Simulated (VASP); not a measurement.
Set up this calculation in VASP 6.6.1, as the native input.

```
Task                   : single point
Functional             : LDA
Potentials or basis    : VASP PAW LDA potentials, release 64 (Si, O)
Cutoff                 : 520 eV
k mesh                 : 6 × 6 × 10
Occupations            : gaussian, width 0.05 eV
Spin                   : no spin polarisation
Dipole correction      : no
Further INCAR settings : ALGO = Normal; EDIFF = 1e-06; NBANDS = 25
```

The structure of SiO2 lies in POSCAR:

```
SiO2
1.0
    3.9684340881      0.0000000000      0.0000000000
    0.0000000000      3.9684340881      0.0000000000
    0.0000000000      0.0000000000      2.4509048928
Si O
2 4
Direct
    0.5000000000      0.5000000000      0.5000000000
    0.0000000000      0.0000000000      0.0000000000
    0.6944252994      0.6944252994      0.0000000000
    0.1944252994      0.8055747006      0.5000000000
    0.3055747006      0.3055747006      0.0000000000
    0.8055747006      0.1944252994      0.5000000000
```

The input as run:

INCAR

```
SYSTEM = SiO2
ALGO     = Normal         ! electronic algorithm
EDIFF    = 1E-6           ! SCF threshold, eV
ENCUT    = 520            ! plane-wave cutoff, eV
ISIF     = 2              ! what is computed and relaxed
ISMEAR   = 0              ! smearing method
LASPH    = .True.         ! aspherical terms in the spheres
LCHARG   = .False.        ! write CHGCAR
LREAL    = .False.        ! projectors in reciprocal space
LWAVE    = .False.        ! write WAVECAR
NBANDS   = 25             ! bands
NELM     = 100            ! most SCF steps
PREC     = Accurate       ! precision mode
SIGMA    = 0.05           ! smearing width, eV
```

KPOINTS

```
k-points
0
Gamma
  6 6 10
  0 0 0
```

Potentials or basis: VASP PAW LDA potentials, release 64 (Si, O).

The run is started by

```sh
$ cat potpaw_LDA.64/Si/POTCAR potpaw_LDA.64/O/POTCAR > POTCAR
$ mpirun -np 1 vasp_std > vasp.out
```

Results of the run:

```yaml
Pressure: 88.8 GPa
Largest_force: 1.578 eV/Å
Band_gap_on_the_k_mesh: 7.58 eV
```

Caveat: the cell stands under pressure; forces of over 1 eV/Å act on the atoms, so gaps and moduli don't describe the material at rest.

Wall time 65 s on 1 thread of Intel Xeon 8259CL, on a shared host, peak memory 0.16 GiB.
